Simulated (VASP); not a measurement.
Wanted: the native input for a VASP 6.6.1 run.

```
Task                   : single point
Functional             : PBE
Potentials or basis    : VASP PAW PBE potentials, release 64 (Zr_sv, S)
Cutoff                 : 520 eV
k mesh                 : 12 × 12 × 12
Occupations            : gaussian, width 0.15 eV
Spin                   : no spin polarisation
Dipole correction      : no
Further INCAR settings : ALGO = Normal; EDIFF = 1e-06; NBANDS = 32
```

The structure of Zr3S2 lies in POSCAR:

```
Zr3S2
1.0
    2.8952118344      1.6715513320      3.4803742122
   -2.8952118344      1.6715513320      3.4803742122
    0.0000000000     -3.3431026639      3.4803742122
Zr S
3 2
Direct
    0.1621066356      0.8378933644      0.5000000000
    0.5000000000      0.1621066356      0.8378933644
    0.8378933644      0.5000000000      0.1621066356
    0.3347765468      0.3347765468      0.3347765468
    0.6652234532      0.6652234532      0.6652234532
```

One way to write it, as run:

INCAR

```
ALGO = Normal ; EDIFF = 1E-6
ENCUT = 520 ; GGA = PE
ISIF = 2 ; ISMEAR = 0
LASPH = True ; LCHARG = False
LREAL = False ; LWAVE = False
NBANDS = 32 ; NELM = 80
PREC = Accurate ; SIGMA = 0.15
```

KPOINTS

```
k-points
0
Gamma
  12 12 12
```

Potentials or basis: VASP PAW PBE potentials, release 64 (Zr_sv, S).

Launch:

```sh
$ cat potpaw_PBE.64/Zr_sv/POTCAR potpaw_PBE.64/S/POTCAR > POTCAR
$ mpirun -np 1 vasp_std > vasp.out
```

Results of the run:

```yaml
Pressure: 0.0 GPa
Largest_force: 0.006 eV/Å
Band_gap_on_the_k_mesh: zero (bands 24 and 25 overlap by 0.33 eV)
```

Wall time 6.3 min on 1 thread of Intel(R) Xeon(R) Platinum 8259CL CPU @ 2.50GHz (Skylake/Cascade Lake), on a shared host, peak memory 0.54 GiB.
